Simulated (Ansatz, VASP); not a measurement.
## Two plane-wave programs on KMgF3

```
K Mg F
1.0
     3.89899    0.00000    0.00000
     0.00000    3.89899    0.00000
     0.00000    0.00000    3.89899
K Mg F
1 1 3
Direct
  0.00000 0.00000 0.00000
  0.50000 0.50000 0.50000
  0.50000 0.50000 0.00000
  0.50000 0.00000 0.50000
  0.00000 0.50000 0.50000
```

Alike in both runs: task single point; functional r2SCAN; k mesh 6 × 6 × 6; no spin polarisation.

|  | VASP | Ansatz |
| --- | --- | --- |
| version | VASP 6.6.1 | Ansatz 0.2.0 |
| potentials or method | VASP PAW PBE potentials, release 64 (K_sv, Mg, F) | plane waves, PAW |
| plane-wave cutoff (eV) | 520 | 500 |
| occupations | gaussian, width 0.01 eV | fixed |
| valence electrons in the cell | 32 | 40 |

VASP gave:

* gap on the k mesh at the Fermi level (eV): 8.79
* pressure (GPa): 5.0

Task: What did Ansatz give for the same quantities?

Result: gap on the k mesh at the Fermi level (eV): 8.81; pressure (GPa): 5.6.

VASP's potentials were made for PBE, not for r2SCAN. VASP's potentials hold 32 valence electrons a cell and Ansatz's 40, so a difference there can come from the potentials and not from the codes.
